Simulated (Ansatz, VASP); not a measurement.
# One calculation of Ag, two programs

```xyz
6
Lattice="2.9341 0.0000 0.0000 -1.4670 2.5410 0.0000 0.0000 0.0000 14.3695" Properties=species:S:1:pos:R:3 pbc="T T T"
Ag    0.0000    0.0000    0.0000
Ag    0.0000    1.6940    2.3965
Ag    1.4670    0.8470    4.7883
Ag    0.0000    0.0000    7.1847
Ag    1.4670    0.8470    9.5812
Ag    0.0000    1.6940   11.9730
```

Alike in both runs: functional PBE; k mesh 18 × 18 × 4; occupations gaussian, width 0.1 eV; no spin polarisation.

Ansatz relaxed the structure, and its values are those at the end. VASP's run is a single point on that final structure, the one shown.

|  | VASP | Ansatz |
| --- | --- | --- |
| version | VASP 6.6.1 | Ansatz 0.2.0 |
| potentials or method | VASP PAW PBE potentials, release 64 (Ag), cutoff 520 eV | scalar-relativistic, plane waves, PAW |
| valence electrons in the cell | 66 | 114 |

|  | VASP | Ansatz | Ansatz less VASP |
| --- | --- | --- | --- |
| gap on the k mesh at the Fermi level (eV) | none | none | - |
| pressure (GPa) | -0.1 | 0.0 | +0.12 |

A gap of «none» marks a metal or a gap that the smearing closes. VASP's potentials hold 66 valence electrons a cell and Ansatz's 114, so a difference there can come from the potentials and not from the codes.
